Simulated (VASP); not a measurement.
A run of VASP 6.6.1:

INCAR

```
SYSTEM = LiCl
  PREC = Accurate
  ENCUT = 520
  EDIFF = 1E-6
  ISMEAR = 0
  SIGMA = 0.01
  LREAL = .FALSE.
  LASPH = .TRUE.
  NELM = 60
  ALGO = Normal
  ISIF = 2
  LWAVE = .FALSE.
  LCHARG = .TRUE.
  GGA = PE
  LELF = .TRUE.
  LVHAR = .TRUE.
  NBANDS = 12
```

File KPOINTS:

```
regular mesh
0
G
  6 6 6
  0 0 0
```

File POSCAR:

```
LiCl
1.0
    0.0000000000      2.5560369889      2.4537955093
    2.5560369889      0.0000000000      2.4537955093
    2.5560369889      2.5560369889      0.0000000000
Li Cl
1 1
Direct
    0.0000000000      0.0000000000      0.0000000000
    0.5000000000      0.5000000000      0.5000000000
```

Potentials or basis: VASP PAW PBE potentials, release 64 (Li_sv, Cl).

Launch:

```sh
$ cat potpaw_PBE.64/Li_sv/POTCAR potpaw_PBE.64/Cl/POTCAR > POTCAR
$ mpirun -np 1 vasp_std > vasp.out
```

Hardware: 1 thread of Intel(R) Xeon(R) Platinum 8488C (Sapphire Rapids), with other jobs on the host.

Problem. How long does it take, and how much memory?

Solution. Run time: 10 s on 1 thread of Intel(R) Xeon(R) Platinum 8488C (Sapphire Rapids), on a shared host, peak memory 0.15 GiB. Counts: scf iterations 12, k points 30.
